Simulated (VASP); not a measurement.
# HC18Cl in VASP: single point with PBE+D3(BJ)

Aim: the single point of HC18Cl with PBE+D3(BJ).

Program: VASP 6.6.1. These are calculated values, not measurements. Logs are shortened: lines on timing, memory, paths and dates and some standing lists are left out, and cuts for length are marked.

## 1. The cell of the first run

The cell holds a slab with vacuum, 20 atoms: a = 7.398 Å, b = 7.398 Å, c = 11.000 Å, α = 90.00°, β = 90.00°, γ = 120.00°.

## 2. Single point, PBE+D3(BJ)

The input, INCAR:

```
PREC = Accurate
ENCUT = 520
EDIFF = 1E-6
ISMEAR = -1
SIGMA = 0.02
LREAL = Auto
LASPH = True
NELM = 100
ALGO = Normal
ISIF = 2
LWAVE = False
LCHARG = False
GGA = PE
IVDW = 12
NBANDS = 56
```

The input, KPOINTS:

```
regular mesh
0
Gamma
  2 2 1
```

The input, POSCAR:

```
HC18Cl
1.0
    7.3980000000      0.0000000000      0.0000000000
   -3.6990000000      6.4068560000      0.0000000000
    0.0000000000      0.0000000000     11.0000000000
C Cl H
18 1 1
Direct
    0.0112817640      0.0153983483      0.0740894545
    0.2308417448      0.1253223110      0.0737703636
    0.0092343175      0.3467608762      0.0741674545
    0.2329088901      0.4585609541      0.0740395455
    0.0091266736      0.6820040906      0.0738627273
    0.2327306181      0.7937456375      0.0737837273
    0.3427171357      0.0137384077      0.0735399091
    0.5664590382      0.1254509232      0.0737733636
    0.3427912748      0.3489056099      0.0739895455
    0.5661104191      0.4605241635      0.0740980000
    0.3447274591      0.6818620553      0.0738506364
    0.5642424195      0.7917919491      0.0740935455
    0.6761025244      0.0155335160      0.0740858182
    0.8994287649      0.1271651806      0.0742826364
    0.6779628275      0.3487626380      0.0739957273
    0.8975009955      0.4584245377      0.0740440000
    0.6759066501      0.6801058116      0.0742443636
    0.8995365179      0.7919357014      0.0741043636
    0.2837902869     -0.1092312673      0.3979869091
    0.2773403645     -0.1197242454      0.2801980000
```

Potentials or basis: VASP PAW PBE potentials, release 64 (C, Cl, H).

Command:

```
$ cat potpaw_PBE.64/C/POTCAR potpaw_PBE.64/Cl/POTCAR potpaw_PBE.64/H/POTCAR > POTCAR
$ mpirun -np 1 vasp_std > vasp.out
```

OUTCAR:

```text
PREC = Accurate
   ENCUT = 520
   EDIFF = 1E-6
   ISMEAR = -1
   LREAL = Auto
   LASPH = True
   NELM = 100
   ISIF = 2
   GGA = PE
   IVDW = 12
 IVDW          = 12

 ion  position               nearest neighbor table
   1  0.011  0.015  0.074-   2 1.41  18 1.43  14 1.43
   2  0.231  0.125  0.074-   1 1.41   7 1.43   9 1.43
   3  0.009  0.347  0.074-  14 1.41  16 1.43   4 1.43
   4  0.233  0.459  0.074-   9 1.41  11 1.43   3 1.43
   5  0.009  0.682  0.074-  18 1.41  16 1.43   6 1.43
   6  0.233  0.794  0.074-   7 1.41   5 1.43  11 1.43
[... 10 lines left out ...]
  17  0.676  0.680  0.074-  10 1.41  12 1.43  18 1.43
  18  0.900  0.792  0.074-   5 1.41   1 1.43  17 1.43
  19  0.284  0.891  0.398-  20 1.30
  20  0.277  0.880  0.280-  19 1.30

  LATTYP: Found a hexagonal cell.
 ALAT       =     7.3980000000
 C/A-ratio  =     1.4868883482

  Lattice vectors:

 A1 = (   7.3980000000,   0.0000000000,   0.0000000000)
 A2 = (  -3.6990000000,   6.4068560000,   0.0000000000)
 A3 = (   0.0000000000,   0.0000000000,  11.0000000000)

Analysis of symmetry for initial positions (statically):
=====================================================================
 Subroutine PRICEL returns:
 Original cell was already a primitive cell.

 Routine SETGRP: Setting up the symmetry group for a
 hexagonal supercell.

 Subroutine GETGRP returns: Found  1 space group operations
 (whereof  1 operations were pure point group operations)
 out of a pool of 24 trial point group operations.

The static configuration has the point symmetry C_1 .

Analysis of symmetry for dynamics (positions and initial velocities):
=====================================================================
 Subroutine PRICEL returns:
 Original cell was already a primitive cell.

 Routine SETGRP: Setting up the symmetry group for a
 hexagonal supercell.

 Subroutine GETGRP returns: Found  1 space group operations
 (whereof  1 operations were pure point group operations)
 out of a pool of 24 trial point group operations.

The dynamic configuration has the point symmetry C_1 .

 Subroutine INISYM returns: Found  1 space group operations
[... 110 lines left out ...]
   ENCUT  =  520.0 eV  38.22 Ry    6.18 a.u.  13.76 13.76 20.45*2*pi/ulx,y,z
   NELM   =    100;   NELMIN=  2; NELMDL= -5     # of ELM steps
   EDIFF  = 0.1E-05   stopping-criterion for ELM
   LREAL  =      T    real-space projection
   EDIFFG = 0.1E-04   stopping-criterion for IOM
   NSW    =      0    number of steps for IOM
   IBRION =     -1    ionic relax: 0-MD 1-quasi-New 2-CG
   NFREE  =      0    steps in history (QN), initial steepest desc. (CG)
   ISIF   =      2    stress and relaxation
   ISYM   =      2    0-nonsym 1-usesym 2-fastsym
   POTIM  = 0.5000    time-step for ionic-motion
   TEBEG  =    0.0;   TEEND  =   0.0 temperature during run
   PSTRESS=    0.0 pullay stress
   NELECT =      80.0000    total number of electrons
   NUPDOWN=      -1.0000    fix difference up-down
   EMIN   =  10.00;   EMAX   =-10.00  energy-range for DOS
   EFERMI =   0.00;   METHOD = LEGACY
   ISMEAR =    -1;   SIGMA  =   0.02  broadening in eV -4-tet -1-fermi 0-gaus
   EFERMI_NEDOS =   21; number of points for ismear=-14 and -15
   IALGO  =     38    algorithm
   IMIX   =      4    mixing-type and parameters
     AMIX     =   0.40;   BMIX     =  1.00
     AMIX_MAG =   1.60;   BMIX_MAG =  1.00
  volume/ion in A,a.u.               =      26.07       175.92
  Fermi-wavevector in a.u.,A,eV,Ry     =   0.876437  1.656226 10.451210  0.768142
  Thomas-Fermi vector in A             =   1.996247
   LORBIT       =      0    0 simple, 1 ext, 2 COOP (PROOUT), +10 PAW based schemes
   GGA     = PE    functional components
   LHFCALC =     F    Hartree Fock is set to
   AEXX    =    0.0000 exact exchange contribution
   IVDW    =    12    specifies the selected vdW correction
   LEPSILON=     F    determine dielectric tensor
   LRPA    =     F    only Hartree local field effects (RPA)
 non-spin polarized calculation
  energy-cutoff  :      520.00
  volume of cell :      521.38
 maximum number of plane-waves:     14099
 NGX is ok and might be reduce to    56
   NGX = 27   NGY = 27   NGZ = 41

 number of electron      80.0000003 magnetization

 Free energy of the ion-electron system (eV)
  ---------------------------------------------------
  ext. energy  EPLUGINS =         0.00000000
  ---------------------------------------------------
  free energy    TOTEN  =      -171.74023931 eV

  energy without entropy =     -171.73897322  energy(sigma->0) =     -171.73960627

 E-fermi :  -1.4348     XC(G=0):  -4.6301

 val. band max:       -1.5274217190   @ k =   0.0000   0.0000   0.0000
 cond. band min:      -1.3400777078   @ k =   0.0000   0.0000   0.0000
 fundamental gap:      0.1873440111
 Fermi energy:        -1.4348454474

 k-point     1 :       0.0000    0.0000    0.0000
  band No.  band energies     occupation
      1     -20.9587      2.00000
      2     -18.4560      2.00000
      3     -18.4153      2.00000
      4     -18.4049      2.00000
      5     -18.3954      2.00000
      6     -18.2932      2.00000
[... 209 lines left out ...]
     51       4.6023      0.00000
     52       4.6596      0.00000
 [bands above 52 left out]

------------------------ aborting loop because EDIFF is reached ----------------------------------------

 Edisp (eV)   -1.77364

 E8    (eV) :    -0.5427

  FORCE on cell =-STRESS in cart. coord.  units (eV):
  Direction    XX          YY          ZZ          XY          YZ          ZX
  --------------------------------------------------------------------------------------
  -------------------------------------------------------------------------------------
  Total       1.09638     1.13655    -0.39540     0.00067    -0.00676     0.00711
  in kB       3.36915     3.49259    -1.21506     0.00207    -0.02077     0.02185
  external pressure =        1.88 kB  Pullay stress =        0.00 kB

 VOLUME and BASIS-vectors are now :
 -----------------------------------------------------------------------------
  energy-cutoff  :      520.00
  volume of cell :      521.38
      direct lattice vectors                 reciprocal lattice vectors
     7.398000000  0.000000000  0.000000000     0.135171668  0.078041398  0.000000000
    -3.699000000  6.406856000  0.000000000     0.000000000  0.156082796  0.000000000
     0.000000000  0.000000000 11.000000000     0.000000000  0.000000000  0.090909091

 POSITION                                       TOTAL-FORCE (eV/Angst)
 -----------------------------------------------------------------------------------
      0.02650      0.09866      0.81498         0.001543     -0.003472     -0.002526
      1.24420      0.80292      0.81147        -0.006665      0.005465     -0.001329
     -1.21435      2.22165      0.81584        -0.007991      0.001876     -0.002376
      0.02684      2.93793      0.81444        -0.006922     -0.004377      0.000554
     -2.45521      4.36950      0.81249         0.002733     -0.002880      0.004388
     -1.21432      5.08541      0.81162        -0.002282     -0.017350     -0.005726
[... 12 lines left out ...]
     -1.19547      5.70703      4.37786         0.000325     -0.009435     -0.139957
     -1.20438      5.63980      3.08218         0.000411      0.009988      0.140224
 -----------------------------------------------------------------------------------
    total drift:                               -0.016770     -0.000177      0.035341

  FREE ENERGIE OF THE ION-ELECTRON SYSTEM (eV)
  ---------------------------------------------------
  free  energy   TOTEN  =      -173.5138783728 eV

  energy  without entropy=     -173.5126122871  energy(sigma->0) =     -173.51324533
```

OSZICAR:

```text
N       E                     dE             d eps       ncg     rms          rms(c)
DAV:   1     0.621534236615E+03    0.62153E+03   -0.32773E+04   448   0.115E+03
DAV:   2    -0.903467059461E+02   -0.71188E+03   -0.68096E+03   664   0.276E+02
DAV:   3    -0.180557883571E+03   -0.90211E+02   -0.89512E+02   544   0.101E+02
[... 13 lines left out ...]
DAV:  17    -0.171740181568E+03   -0.17572E-03   -0.21819E-05   440   0.111E-02    0.247E-03
DAV:  18    -0.171740222308E+03   -0.40740E-04   -0.39781E-06   432   0.475E-03    0.129E-03
DAV:  19    -0.171740233287E+03   -0.10979E-04   -0.84290E-07   336   0.217E-03    0.818E-04
DAV:  20    -0.171740238472E+03   -0.51851E-05   -0.68544E-07   368   0.173E-03    0.401E-04
DAV:  21    -0.171740239310E+03   -0.83843E-06   -0.16386E-07   344   0.952E-04
   1 F= -.17351388E+03 E0= -.17351325E+03  d E =-.126609E-02
```

stdout:

```text
POSCAR found type information on POSCAR C ClH
 POSCAR found :  3 types and      20 ions
 scaLAPACK will be used
 LDA part: xc-table for (Slater+PW92), standard interpolation
 POSCAR, INCAR and KPOINTS ok, starting setup
 FFT: planning ... GRIDC
 FFT: planning ... GRID_SOFT
 FFT: planning ... GRID
 WAVECAR not read
 entering main loop
```

Run time: 5.9 min. Hardware: 1 thread of AMD EPYC 7R43 (Zen 3), shared host; peak memory 0.6 GiB.

What came out:

```
Free energy                : -173.5139 eV
Largest force              : 0.141 eV/Å
Band gap on the k mesh     : 0.19 eV
Dispersion energy per atom : -0.089 eV
```

Forces in eV/Å, atoms in the order of the input:
```
C    0.002 -0.003 -0.003
C   -0.007  0.005 -0.001
C   -0.008  0.002 -0.002
C   -0.007 -0.004  0.001
C    0.003 -0.003  0.004
C   -0.002 -0.017 -0.006
C    0.003 -0.006  0.010
C    0.006  0.006 -0.002
C   -0.004 -0.011  0.003
C    0.005  0.010 -0.001
C   -0.004  0.006  0.001
C    0.006  0.006 -0.001
C   -0.007 -0.009  0.000
C    0.004  0.014 -0.005
C    0.004 -0.001  0.004
C    0.001  0.006  0.004
C    0.000 -0.006 -0.003
C    0.005  0.004 -0.004
Cl   0.000 -0.009 -0.140
H    0.000  0.010  0.140
```

Levels at points of the mesh, in eV from the valence-band top:
| k point | band 38 | band 39 | band 40 | band 41 | band 42 | band 43 |
| --- | --- | --- | --- | --- | --- | --- |
| (0.00, 0.00, 0.00) | -2.95 | -0.05 | 0.00 | 0.19 | 0.22 | 3.26 |
| (0.50, 0.00, 0.00) | -2.52 | -2.52 | -2.26 | 1.77 | 2.53 | 2.58 |
| (0.00, 0.50, 0.00) | -2.55 | -2.52 | -2.26 | 1.75 | 2.54 | 2.57 |
| (0.50, 0.50, 0.00) | -2.52 | -2.52 | -2.26 | 1.77 | 2.53 | 2.58 |

Caveat: the k points lie up to 0.49 Å⁻¹ apart.
